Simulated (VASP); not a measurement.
Write the native input for VASP 6.6.1 that does the following.

- Task: electric field gradients
- Functional: PBEsol
- Potentials or basis: VASP PAW PBE potentials, release 64 (Ga_d, P)
- Cutoff: 520 eV
- k mesh: 10 × 10 × 10
- Occupations: fermi-dirac, width 0.05 eV
- Spin: no spin polarisation
- Dipole correction: no
- Further INCAR settings: ALGO = Normal; EDIFF = 1e-08; NBANDS = 16

The structure of GaP lies in POSCAR:

```
GaP
1.0
    0.0000000000      2.7252500000      2.7252500000
    2.7252500000      0.0000000000      2.7252500000
    2.7252500000      2.7252500000      0.0000000000
Ga P
1 1
Direct
    0.0000000000      0.0000000000      0.0000000000
    0.7500000000      0.7500000000      0.7500000000
```

These files were run (other wordings do the same):

INCAR

```
SYSTEM = GaP
  PREC = Accurate
  ENCUT = 520
  EDIFF = 1E-8
  ISMEAR = -1
  SIGMA = 0.05
  LREAL = .False.
  LASPH = .True.
  NELM = 100
  ALGO = Normal
  ISIF = 2
  LWAVE = .False.
  LCHARG = .False.
  GGA = PS
  LEFG = .True.
  NBANDS = 16
```

KPOINTS

```
regular mesh
0
Gamma
  10 10 10
  0 0 0
```

Potentials or basis: VASP PAW PBE potentials, release 64 (Ga_d, P).

Launch:

```sh
$ cat potpaw_PBE.64/Ga_d/POTCAR potpaw_PBE.64/P/POTCAR > POTCAR
$ mpirun -np 1 vasp_std > vasp.out
```

It gave:

```
Pressure                                : -0.6 GPa
Band gap on the k mesh                  : 1.48 eV (least direct gap 1.75 eV)
Largest electric field gradient by atom : zero within the noise of the run
```

Caveat: the PAW data sets were made with another functional, which shifts forces and pressure a little.

Run time: 38 s on 1 thread of AMD EPYC 7R43 64-Core Processor (Zen 3), on a shared host, peak memory 0.15 GiB.
